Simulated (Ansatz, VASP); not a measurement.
# Ba3Pb2: VASP beside Ansatz

```
Ba Pb
1.0
     5.60689    0.00000    0.00000
     0.00000    5.60689    0.00000
     0.00000    0.00000    5.60689
Ba Pb
3 2
Cartesian
  2.8034 0.0000 0.0000
  0.0000 2.8034 0.0000
  0.0000 0.0000 2.8034
  0.0000 0.0000 0.0000
  2.8034 2.8034 2.8034
```

Alike in both runs: task single point; functional PBE; k mesh 4 × 4 × 4; occupations gaussian, width 0.1 eV; no spin polarisation.

|  | VASP | Ansatz |
| --- | --- | --- |
| version | VASP 6.6.1 | Ansatz 0.2.0 |
| potentials or method | VASP PAW PBE potentials, release 64 (Ba_sv, Pb_d), cutoff 520 eV | scalar-relativistic, plane waves, PAW |
| valence electrons in the cell | 58 | 58 |

|  | VASP | Ansatz | Ansatz less VASP |
| --- | --- | --- | --- |
| gap on the k mesh at the Fermi level (eV) | none | none | - |
| pressure (GPa) | 20.9 | 20.1 | -0.86 |

A gap of «none» marks a metal or a gap that the smearing closes.

Spin-orbit coupling is off throughout.
